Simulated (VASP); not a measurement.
Wanted: the native input for a VASP 6.6.1 run.

* Task: single point
* Functional: LDA
* Potentials or basis: VASP PAW LDA potentials, release 64 (Rb_sv, Br)
* Cutoff: 520 eV
* k mesh: 6 × 6 × 6
* Occupations: gaussian, width 0.05 eV
* Spin: no spin polarisation
* Dipole correction: no
* Further INCAR settings: ALGO = Normal; EDIFF = 1e-06; NBANDS = 15

The structure of RbBr lies in POSCAR:

```
RbBr
1.0
    0.0000000000      3.4275000000      3.7017000000
    3.4275000000      0.0000000000      3.7017000000
    3.4275000000      3.4275000000      0.0000000000
Rb Br
1 1
Direct
    0.0000000000      0.0000000000      0.0000000000
    0.5000000000      0.5000000000      0.5000000000
```

This cell differs from its parent crystal: strain +0.000 along x and y, +0.080 along z.

The input as run:

INCAR

```
  PREC = Accurate
  ENCUT = 520
  EDIFF = 1E-6
  ISMEAR = 0
  SIGMA = 0.05
  LREAL = F
  LASPH = T
  NELM = 80
  ALGO = Normal
  ISIF = 2
  LWAVE = F
  LCHARG = T
  GGA = CA
  LELF = T
  LVHAR = T
  NBANDS = 15
```

KPOINTS

```
regular mesh
0
Gamma
  6 6 6
```

Potentials or basis: VASP PAW LDA potentials, release 64 (Rb_sv, Br).

The run is started by

```bash
$ cat potpaw_LDA.64/Rb_sv/POTCAR potpaw_LDA.64/Br/POTCAR > POTCAR
$ mpirun -np 1 vasp_std > vasp.out
```

Results of the run:

The pressure is -1.7 GPa and the band gap on the k mesh is 3.76 eV.

Caveat: the cell differs from its parent crystal (strain +0.000 along x and y, +0.080 along z).

It took 59 s on 1 thread of Intel Xeon 8259CL (shared host), peak memory 0.21 GiB.
